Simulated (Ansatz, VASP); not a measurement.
HfS2: VASP beside Ansatz

```
Hf S
1.0
     3.63025    0.00000    0.00000
    -1.81512    3.14388    0.00000
     0.00000    0.00000    5.87871
Hf S
1 2
Direct
  0.00000 0.00000 0.00000
  0.66667 0.33333 0.75538
  0.33333 0.66667 0.24462
```

Alike in both runs: task single point; functional r2SCAN0; k mesh 6 × 6 × 4; no spin polarisation.

|  | VASP | Ansatz |
| --- | --- | --- |
| version | VASP 6.6.1 | Ansatz 0.2.0 |
| potentials or method | VASP PAW PBE potentials, release 64 (Hf_pv, S) | plane waves, PAW |
| plane-wave cutoff (eV) | 440 | 500 |
| occupations | gaussian, width 0.01 eV | fixed |
| valence electrons in the cell | 22 | 38 |

|  | VASP | Ansatz | Ansatz less VASP |
| --- | --- | --- | --- |
| gap on the k mesh at the Fermi level (eV) | 2.77 | 2.78 | +0.004 |
| pressure (GPa) | -0.8 | 0.7 | +1.52 |
| traceless stress, the component that is largest in VASP (GPa) | 0.00 | -0.29 | -0.292 |
| rms of the force components (eV/Å) | 0.135 | 0.060 | -0.0743 |

VASP's potentials were made for PBE, not for r2SCAN0. Atom by atom the forces differ by 0.074 eV/Å (rms over components). VASP's potentials hold 22 valence electrons a cell and Ansatz's 38, so a difference there can come from the potentials and not from the codes. Ansatz's warnings: stress exchange threshold loose, stress scf threshold loose.

Neither program's run includes spin-orbit coupling.
